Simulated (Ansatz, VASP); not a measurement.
# One calculation of TiAl, two programs

INCAR

```
SYSTEM = TiAl
PREC     = Accurate       ! precision mode
ENCUT    = 520            ! plane-wave cutoff, eV
EDIFF    = 1E-7           ! SCF threshold, eV
ISMEAR   = 0              ! smearing method
SIGMA    = 0.1            ! smearing width, eV
LREAL    = .False.        ! projectors in reciprocal space
LASPH    = .True.         ! aspherical terms in the spheres
NELM     = 100            ! most SCF steps
ALGO     = Normal         ! electronic algorithm
ISIF     = 2              ! what is computed and relaxed
LWAVE    = .False.        ! write WAVECAR
LCHARG   = .False.        ! write CHGCAR
GGA      = PE             ! functional
NBANDS   = 14             ! bands
```

KPOINTS

```
Automatic mesh
0
Gamma
  18 18 10
  0 0 0
```

File POSCAR:

```
TiAl
1.0
    2.8323389787      0.0000000000      0.0000000000
   -1.4161694893      2.4528775077      0.0000000000
    0.0000000000      0.0000000000      4.4807614591
Ti Al
1 1
Direct
    0.0000000000      0.0000000000      0.0000000000
    0.3333333333      0.6666666667      0.5000000000
```

Input for Ansatz:

```yaml
crystal:
  lattice:
    - [2.8323389787, 0.0, 0.0]
    - [-1.4161694893, 2.4528775077, 0.0]
    - [0.0, 0.0, 4.4807614591]
  atoms:
    - { symbol: Ti, position: [0.0, 0.0, 0.0] }
    - { symbol: Al, position: [0.3333333333, 0.6666666667, 0.5] }
basis:
  ecutwfc: 420
kpoints:
  mp_grid: { grid: [18, 18, 10] }
hamiltonian:
  xc: pbe
scf:
  occupations: { method: gaussian, width: 0.1 }
output:
  forces: true
  stress: true
  eigenvalues: true
  populations: true
```

Alike in both runs: task single point; functional PBE; k mesh 18 × 18 × 10; occupations gaussian, width 0.1 eV; no spin polarisation.

```csv
,VASP,Ansatz
version,VASP 6.6.1,Ansatz 0.2.0
potentials or method,"VASP PAW PBE potentials, release 64 (Ti_sv, Al), cutoff 520 eV","scalar-relativistic, plane waves, PAW"
valence electrons in the cell,15,15
```

Ansatz gave:

* gap on the k mesh at the Fermi level (eV): none
* pressure (GPa): 9.0
* traceless stress, the component that is largest in VASP (GPa): 3.14

Q: Which values does VASP return?

A: gap on the k mesh at the Fermi level (eV): none; pressure (GPa): 8.9; traceless stress, the component that is largest in VASP (GPa): 3.18.

A gap of «none» marks a metal or a gap that the smearing closes. With one functional, cell and mesh, what is left measures potentials, basis and numerics.
